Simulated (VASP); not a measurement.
# TaN (P6_3/mmc) in VASP: a series of runs, part 2 of 2

VASP 6.6.1. Earlier steps stand in the parts before.

## (4) Relaxation of shape and atoms at fixed volume, PBE (11.55 Å³/atom)

This run uses another cell than the first one, of 11.55 Å³/atom.

File INCAR:

```
ALGO = Normal ; EDIFF = 1E-7
EDIFFG = -0.01 ; ENCUT = 600
GGA = PE ; IBRION = 2
ISIF = 4 ; ISMEAR = 0
LASPH = T ; LCHARG = F
LREAL = F ; LWAVE = F
NELM = 80 ; NSW = 50
PREC = Accurate ; SIGMA = 0.1
```

File KPOINTS:

```
k-points
0
Gamma
  18 18 8
```

File POSCAR:

```
TaN
1.0
    2.9764867212      0.0000000000      0.0000000000
   -1.4882433606      2.5777131146      0.0000000000
    0.0000000000      0.0000000000      6.0222660099
Ta N
2 2
Direct
    0.0000000000      0.0000000000      0.0000000000
    0.0000000000      0.0000000000      0.5000000000
    0.3333333333      0.6666666667      0.2500000000
    0.6666666667      0.3333333333      0.7500000000
```

Potentials or basis: VASP PAW PBE potentials, release 64 (Ta_pv, N).

The run is started by

```
$ cat potpaw_PBE.64/Ta_pv/POTCAR potpaw_PBE.64/N/POTCAR > POTCAR
$ mpirun -np 1 vasp_std > vasp.out
```

OUTCAR:

```text
EDIFF = 1E-7
   EDIFFG = -0.01
   ENCUT = 600
   GGA = PE
   IBRION = 2
   ISIF = 4
   ISMEAR = 0
   LASPH = T
   LREAL = F
   NELM = 80
   NSW = 50
   PREC = Accurate

 ion  position               nearest neighbor table
   1  0.000  0.000  0.000-   3 2.28   4 2.28   4 2.28   3 2.28   4 2.28   3 2.28   2 3.01   2 3.01

   2  0.000  0.000  0.500-   3 2.28   4 2.28   4 2.28   3 2.28   4 2.28   3 2.28   1 3.01   1 3.01

   3  0.333  0.667  0.250-   1 2.28   2 2.28   1 2.28   2 2.28   1 2.28   2 2.28
   4  0.667  0.333  0.750-   1 2.28   2 2.28   1 2.28   2 2.28   1 2.28   2 2.28

  LATTYP: Found a hexagonal cell.
 ALAT       =     2.9764867212
 C/A-ratio  =     2.0232799854

  Lattice vectors:

 A1 = (   2.9764867212,   0.0000000000,   0.0000000000)
 A2 = (  -1.4882433606,   2.5777131146,   0.0000000000)
 A3 = (   0.0000000000,   0.0000000000,   6.0222660099)

Analysis of symmetry for initial positions (statically):
=====================================================================
 Subroutine PRICEL returns:
 Original cell was already a primitive cell.

 Routine SETGRP: Setting up the symmetry group for a
 hexagonal supercell.

 Subroutine GETGRP returns: Found 24 space group operations
 (whereof 12 operations were pure point group operations)
 out of a pool of 24 trial point group operations.

The static configuration has the point symmetry D_3d.
 The point group associated with its full space group is D_6h.

Analysis of symmetry for dynamics (positions and initial velocities):
=====================================================================
 Subroutine PRICEL returns:
 Original cell was already a primitive cell.

 Routine SETGRP: Setting up the symmetry group for a
 hexagonal supercell.

 Subroutine GETGRP returns: Found 24 space group operations
 (whereof 12 operations were pure point group operations)
 out of a pool of 24 trial point group operations.

The dynamic configuration has the point symmetry D_3d.
[... 131 lines left out ...]
   AEXX    =    0.0000 exact exchange contribution
   IVDW    =     0    specifies the selected vdW correction
   LEPSILON=     F    determine dielectric tensor
   LRPA    =     F    only Hartree local field effects (RPA)
 conjugate gradient relaxation of ions
 non-spin polarized calculation
 Gauss-broadening in eV      SIGMA  =   0.10
  energy-cutoff  :      600.00
  volume of cell :       46.21
 maximum number of plane-waves:      1572
 NGX is ok and might be reduce to    24
   NGX = 11   NGY = 11   NGZ = 25

--------------------------------------- Ionic step        1  -------------------------------------------

 number of electron      31.9999999 magnetization

 Free energy of the ion-electron system (eV)
  ---------------------------------------------------
  ext. energy  EPLUGINS =         0.00000000
  ---------------------------------------------------
  free energy    TOTEN  =       -43.90117226 eV

  energy without entropy =      -43.89520977  energy(sigma->0) =      -43.89819102

------------------------ aborting loop because EDIFF is reached ----------------------------------------

  FORCE on cell =-STRESS in cart. coord.  units (eV):
  Direction    XX          YY          ZZ          XY          YZ          ZX
  --------------------------------------------------------------------------------------
  -------------------------------------------------------------------------------------
  Total       -4.6189691     -4.6189691     -4.9200905     -0.0000000      0.0000000      0.0000000
  in kB     -160.1611476   -160.1611476   -170.6024280     -0.0000000      0.0000000      0.0000000
  external PRESSURE =    -163.6415744 kB  Pullay stress =       0.0000000 kB
[... 63 lines left out ...]
--------------------------------------- Ionic step        3  -------------------------------------------

 number of electron      31.9999999 magnetization

 Free energy of the ion-electron system (eV)
  ---------------------------------------------------
  ext. energy  EPLUGINS =         0.00000000
  ---------------------------------------------------
  free energy    TOTEN  =       -43.90136790 eV

  energy without entropy =      -43.89534463  energy(sigma->0) =      -43.89835626

 E-fermi :   7.5633     XC(G=0): -12.9688

 val. band max:        7.5568581509   @ k =   0.2222   0.1667   0.3750
 cond. band min:       7.5675408279   @ k =   0.1667   0.1111   0.5000
 fundamental gap:      0.0106826771
 Fermi energy:         7.5633235487

 k-point     1 :       0.0000    0.0000    0.0000
  band No.  band energies     occupation
      1     -28.0611      2.00000
      2     -27.4477      2.00000
      3     -27.2410      2.00000
      4     -27.2410      2.00000
      5     -27.1910      2.00000
      6     -27.1910      2.00000
[... 541 lines left out ...]
     19      11.4098      0.00000
     20      11.8708      0.00000

 [... further k-points ...]

------------------------ aborting loop because EDIFF is reached ----------------------------------------

  FORCE on cell =-STRESS in cart. coord.  units (eV):
  Direction    XX          YY          ZZ          XY          YZ          ZX
  --------------------------------------------------------------------------------------
  -------------------------------------------------------------------------------------
  Total       -4.7082091     -4.7082091     -4.7012809      0.0000000     -0.0000000     -0.0000000
  in kB     -163.2555141   -163.2555141   -163.0152799      0.0000000     -0.0000000     -0.0000000
  external PRESSURE =    -163.1754360 kB  Pullay stress =       0.0000000 kB
[... 19 lines left out ...]
  FREE ENERGIE OF THE ION-ELECTRON SYSTEM (eV)
  ---------------------------------------------------
  free  energy   TOTEN  =       -43.9013678971 eV

  energy  without entropy=      -43.8953446279  energy(sigma->0) =      -43.89835626

 reached required accuracy - stopping structural energy minimisation
```

CONTCAR:

```text
TaN
   1.00000000000000
     2.9784213489499538    0.0000000000000000    0.0000000000000000
    -1.4892106744749769    2.5793885513775128    0.0000000000000000
     0.0000000000000000    0.0000000000000000    6.0144450486041752
  Ta              N
     2     2
Direct
     0.0000000000000000    1.0000000000000000    0.0000000000000000
     0.0000000000000000    1.0000000000000000    0.5000000000000000
     0.3333333332999970    0.6666666667000030    0.2500000000000000
     0.6666666667000030    0.3333333332999970    0.7500000000000000

  0.00000000E+00  0.00000000E+00  0.00000000E+00
  0.00000000E+00  0.00000000E+00  0.00000000E+00
  0.00000000E+00  0.00000000E+00  0.00000000E+00
  0.00000000E+00  0.00000000E+00  0.00000000E+00
```

It took 4.2 min on 1 thread of Intel Xeon 8259CL, shared host; peak memory 0.32 GiB.

What came out:

| Property | Result |
| --- | --- |
| Free energy | -43.9014 eV |
| Energy gained by relaxing | 0.0 meV/atom |
| Ionic steps | 3 |
| Pressure after relaxing | -16.3 GPa |
| Band gap on the k mesh | zero (bands 16 and 17 overlap by 0.89 eV) |

The path:
```
step  energy change (eV)  largest force (eV/Å)  pressure (GPa)  volume (Å³)
   1              0.0000                0.0000          -16.36        46.21
   2             -0.0001                0.0000          -16.27        46.21
   3             -0.0002                0.0000          -16.32        46.21
```

Final structure:
```
Ta N
1.0
     2.97842    0.00000    0.00000
    -1.48921    2.57939    0.00000
     0.00000    0.00000    6.01445
Ta N
2 2
Direct
  0.00000 0.00000 0.00000
  0.00000 0.00000 0.50000
  0.33333 0.66667 0.25000
  0.66667 0.33333 0.75000
```

Caveat: spin-orbit coupling is left out, which moves the levels of the heavy elements.

## (5) Single point, PBE

This run uses another cell than the first one, of 10.38 Å³/atom.

File INCAR:

```
PREC = Accurate
ENCUT = 520
EDIFF = 1E-6
ISMEAR = -1
SIGMA = 0.15
LREAL = F
LASPH = T
NELM = 100
ALGO = Normal
ISIF = 2
LWAVE = F
LCHARG = T
GGA = PE
LELF = T
LVHAR = T
NBANDS = 24
```

File KPOINTS:

```
Automatic mesh
0
Gamma
  18 18 8
```

File POSCAR:

```
TaN
1.0
    2.8675974833      0.0000000000      0.0000000000
   -1.4337987416      2.4834122683      0.0000000000
    0.0000000000      0.0000000000      5.8276621228
Ta N
2 2
Direct
    0.0000000000      0.0000000000      0.0000000000
    0.0000000000      0.0000000000      0.5000000000
    0.3333333333      0.6666666667      0.2500000000
    0.6666666667      0.3333333333      0.7500000000
```

Potentials or basis: VASP PAW PBE potentials, release 64 (Ta_pv, N).

The run is started by

```
$ cat potpaw_PBE.64/Ta_pv/POTCAR potpaw_PBE.64/N/POTCAR > POTCAR
$ mpirun -np 1 vasp_std > vasp.out
```

OUTCAR:

```text
PREC = Accurate
   ENCUT = 520
   EDIFF = 1E-6
   ISMEAR = -1
   LREAL = F
   LASPH = T
   NELM = 100
   ISIF = 2
   GGA = PE

 ion  position               nearest neighbor table
   1  0.000  0.000  0.000-   3 2.21   4 2.21   3 2.21   4 2.21   4 2.21   3 2.21   2 2.91   2 2.91

   2  0.000  0.000  0.500-   3 2.21   4 2.21   3 2.21   4 2.21   4 2.21   3 2.21   1 2.91   1 2.91

   3  0.333  0.667  0.250-   1 2.21   2 2.21   1 2.21   2 2.21   1 2.21   2 2.21
   4  0.667  0.333  0.750-   1 2.21   2 2.21   1 2.21   2 2.21   1 2.21   2 2.21

  LATTYP: Found a hexagonal cell.
 ALAT       =     2.8675974833
 C/A-ratio  =     2.0322455145

  Lattice vectors:

 A1 = (   2.8675974833,   0.0000000000,   0.0000000000)
 A2 = (  -1.4337987416,   2.4834122683,   0.0000000000)
 A3 = (   0.0000000000,   0.0000000000,   5.8276621228)

Analysis of symmetry for initial positions (statically):
=====================================================================
 Subroutine PRICEL returns:
 Original cell was already a primitive cell.

 Routine SETGRP: Setting up the symmetry group for a
 hexagonal supercell.

 Subroutine GETGRP returns: Found 24 space group operations
 (whereof 12 operations were pure point group operations)
 out of a pool of 24 trial point group operations.

The static configuration has the point symmetry D_3d.
 The point group associated with its full space group is D_6h.

Analysis of symmetry for dynamics (positions and initial velocities):
=====================================================================
 Subroutine PRICEL returns:
 Original cell was already a primitive cell.

 Routine SETGRP: Setting up the symmetry group for a
 hexagonal supercell.

 Subroutine GETGRP returns: Found 24 space group operations
 (whereof 12 operations were pure point group operations)
 out of a pool of 24 trial point group operations.

The dynamic configuration has the point symmetry D_3d.
 The point group associated with its full space group is D_6h.

 Subroutine INISYM returns: Found 24 space group operations
[... 121 lines left out ...]
     AMIX_MAG =   1.60;   BMIX_MAG =  1.00
  volume/ion in A,a.u.               =      10.38        70.02
  Fermi-wavevector in a.u.,A,eV,Ry     =   1.501197  2.836851 30.661988  2.253593
  Thomas-Fermi vector in A             =   2.612599
   LORBIT       =      0    0 simple, 1 ext, 2 COOP (PROOUT), +10 PAW based schemes
   GGA     = PE    functional components
   LHFCALC =     F    Hartree Fock is set to
   AEXX    =    0.0000 exact exchange contribution
   IVDW    =     0    specifies the selected vdW correction
   LEPSILON=     F    determine dielectric tensor
   LRPA    =     F    only Hartree local field effects (RPA)
 non-spin polarized calculation
  energy-cutoff  :      520.00
  volume of cell :       41.50
 maximum number of plane-waves:      1140
 NGX is ok and might be reduce to    24
   NGX = 11   NGY = 11   NGZ = 21

 number of electron      31.9999995 magnetization

 Free energy of the ion-electron system (eV)
  ---------------------------------------------------
  ext. energy  EPLUGINS =         0.00000000
  ---------------------------------------------------
  free energy    TOTEN  =       -43.93848609 eV

  energy without entropy =      -43.86549169  energy(sigma->0) =      -43.90198889

 E-fermi :   8.6573     XC(G=0): -13.5584

 val. band max:        8.6494825684   @ k =   0.2222   0.1667   0.3750
 cond. band min:       8.6707632109   @ k =   0.1111  -0.0000   0.2500
 fundamental gap:      0.0212806425
 Fermi energy:         8.6573215216

 k-point     1 :       0.0000    0.0000    0.0000
  band No.  band energies     occupation
      1     -26.9596      2.00000
      2     -26.0743      2.00000
      3     -25.7789      2.00000
      4     -25.7789      2.00000
      5     -25.7070      2.00000
      6     -25.7070      2.00000
[... 637 lines left out ...]
     23      15.7143      0.00000
     24      16.7483      0.00000

 [... further k-points ...]

------------------------ aborting loop because EDIFF is reached ----------------------------------------

  FORCE on cell =-STRESS in cart. coord.  units (eV):
  Direction    XX          YY          ZZ          XY          YZ          ZX
  --------------------------------------------------------------------------------------
  -------------------------------------------------------------------------------------
  Total        4.8880016      4.8880016      4.9133815      0.0000000      0.0000000      0.0000000
  in kB      188.7037551    188.7037551    189.6835595      0.0000000      0.0000000      0.0000000
  external PRESSURE =     189.0303566 kB  Pullay stress =       0.0000000 kB

 VOLUME and BASIS-vectors are now :
 -----------------------------------------------------------------------------
  energy-cutoff  :      520.00
  volume of cell :       41.50
      direct lattice vectors                 reciprocal lattice vectors
     2.867597483  0.000000000  0.000000000     0.348723977  0.201335882  0.000000000
    -1.433798742  2.483412268  0.000000000     0.000000000  0.402671764  0.000000000
     0.000000000  0.000000000  5.827662123     0.000000000  0.000000000  0.171595398

 POSITION                                       TOTAL-FORCE (eV/Angst)
 -----------------------------------------------------------------------------------
      0.00000      0.00000      0.00000        -0.000000      0.000000     -0.000000
      0.00000      0.00000      2.91383        -0.000000      0.000000     -0.000000
     -0.00000      1.65561      1.45692         0.000000     -0.000000      0.000000
      1.43380      0.82780      4.37075        -0.000000      0.000000     -0.000000
 -----------------------------------------------------------------------------------
    total drift:                               -0.000000      0.000000      0.000000

  FREE ENERGIE OF THE ION-ELECTRON SYSTEM (eV)
  ---------------------------------------------------
  free  energy   TOTEN  =       -43.9384860872 eV

  energy  without entropy=      -43.8654916941  energy(sigma->0) =      -43.90198889
```

stdout:

```text
POSCAR found type information on POSCAR TaN
 POSCAR found :  2 types and       4 ions
 scaLAPACK will be used
 LDA part: xc-table for (Slater+PW92), standard interpolation
 POSCAR, INCAR and KPOINTS ok, starting setup
 FFT: planning ... GRIDC
 FFT: planning ... GRID_SOFT
 FFT: planning ... GRID
 WAVECAR not read
 entering main loop
```

Run time: 1.8 min. Hardware: 1 thread of AMD EPYC 9R45 (Zen 5), shared host; peak memory 0.26 GiB.

Results:

```
Free energy            : -43.9385 eV
Pressure               : 18.9 GPa
Band gap on the k mesh : zero (bands 16 and 17 overlap by 1.06 eV)
```

Caveat: the cell stands under pressure; spin-orbit coupling is left out, which moves the levels of the heavy elements.

## (6) The runs side by side

```csv
task,cell,cutoff (eV),smearing,gap on the mesh (eV),pressure (GPa)
relaxation of shape and atoms at fixed volume,"relaxed from a = 2.888, b = 2.888, c = 5.855 Å, angles 90.0, 90.0, 120.0°, 4 atoms",600,gaussian 0.1 eV,none,11.3
relaxation of shape and atoms at fixed volume,"relaxed from a = 2.946, b = 2.946, c = 5.974 Å, angles 90.0, 90.0, 120.0°, 4 atoms",600,gaussian 0.1 eV,none,-8.5
relaxation of shape and atoms at fixed volume,"relaxed from a = 2.976, b = 2.976, c = 6.022 Å, angles 90.0, 90.0, 120.0°, 4 atoms",600,gaussian 0.1 eV,none,-16.3
single point,"a = 2.868, b = 2.868, c = 5.828 Å, angles 90.0, 90.0, 120.0°, 4 atoms",520,fermi-dirac 0.15 eV,none,18.9
```

Alike in all rows: level PBE; potentials or basis VASP PAW PBE potentials, release 64 (Ta_pv, N); no spin polarisation; k mesh 18 × 18 × 8.

Caveats: spin-orbit coupling is left out, which moves the levels of the heavy elements; the cell stands under pressure (at least some runs).

Total energies depend on the potentials used, so only differences within one code and one set of settings carry meaning.

The gap in the log of VASP goes by the Fermi energy; the results here count the filled bands.